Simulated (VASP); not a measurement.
Wanted: the native input for a VASP 6.6.1 run.

```
Task                   : single point
Functional             : PBEsol
Potentials or basis    : VASP PAW PBE potentials, release 64 (Al, N)
Cutoff                 : 520 eV
k mesh                 : 9 × 9 × 6
Occupations            : gaussian, width 0.05 eV
Spin                   : no spin polarisation
Dipole correction      : no
Further INCAR settings : ALGO = Normal; EDIFF = 1e-06; NBANDS = 16
```

The structure of AlN lies in POSCAR:

```
AlN
1.0
    3.3015780391      0.0000000000      0.0000000000
   -1.6507890196      2.8592504545      0.0000000000
    0.0000000000      0.0000000000      4.0170000000
Al N
2 2
Direct
    0.3333333333      0.6666666667      0.7500000000
    0.6666666667      0.3333333333      0.2500000000
    0.3333333333      0.6666666667      0.2500000000
    0.6666666667      0.3333333333      0.7500000000
```

The input as run:

INCAR

```
SYSTEM = AlN
ALGO = Normal ; EDIFF = 1E-6
ENCUT = 520 ; GGA = PS
ISIF = 2 ; ISMEAR = 0
LASPH = .True. ; LCHARG = .False.
LREAL = .False. ; LWAVE = .False.
NBANDS = 16 ; NELM = 60
PREC = Accurate ; SIGMA = 0.05
```

KPOINTS

```
k-points
0
Gamma
  9 9 6
  0 0 0
```

Potentials or basis: VASP PAW PBE potentials, release 64 (Al, N).

Command:

```bash
$ cat potpaw_PBE.64/Al/POTCAR potpaw_PBE.64/N/POTCAR > POTCAR
$ mpirun -np 1 vasp_std > vasp.out
```

It gave:

* Pressure: 6.5 GPa
* Band gap on the k mesh: 3.63 eV, direct

Caveat: the PAW data sets were made with another functional, which shifts forces and pressure a little.

Run time: 25 s on 1 thread of Intel(R) Xeon(R) Platinum 8259CL CPU @ 2.50GHz (Skylake/Cascade Lake), with other jobs on the host, peak memory 0.16 GiB.
